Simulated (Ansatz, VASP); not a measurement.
**One calculation of TiAl3, two programs**

```
Ti Al
1.0
     3.89312   -0.18911   -0.03658
    -0.18911    3.91666    0.14625
    -0.03658    0.14625    3.99004
Ti Al
1 3
Direct
  0.98963 0.00491 0.99589
  0.50107 0.50242 0.00121
  0.50135 0.00056 0.50713
  0.00794 0.49211 0.49577
```

Change from the starting cell: all atoms moved at random (sigma 0.03 Å a component), cell strained at random (sigma 0.05).

Alike in both runs: task single point; functional PBEsol; k mesh 12 × 12 × 12; occupations gaussian, width 0.15 eV; no spin polarisation.

|  | VASP | Ansatz |
| --- | --- | --- |
| version | VASP 6.6.1 | Ansatz 0.2.0 |
| potentials or method | VASP PAW PBE potentials, release 64 (Ti_sv, Al), cutoff 500 eV | scalar-relativistic, plane waves, PAW |
| valence electrons in the cell | 21 | 21 |

|  | VASP | Ansatz | Ansatz less VASP |
| --- | --- | --- | --- |
| gap on the k mesh at the Fermi level (eV) | none | none | - |
| pressure (GPa) | 4.1 | 4.0 | -0.08 |
| traceless stress, the component that is largest in VASP (GPa) | 9.27 | 9.24 | -0.037 |
| rms of the force components (eV/Å) | 0.226 | 0.225 | -0.0006 |

VASP's potentials were made for PBE, not for PBEsol. Atom by atom the forces differ by 0.001 eV/Å (rms over components). A gap of «none» marks a metal or a gap that the smearing closes.
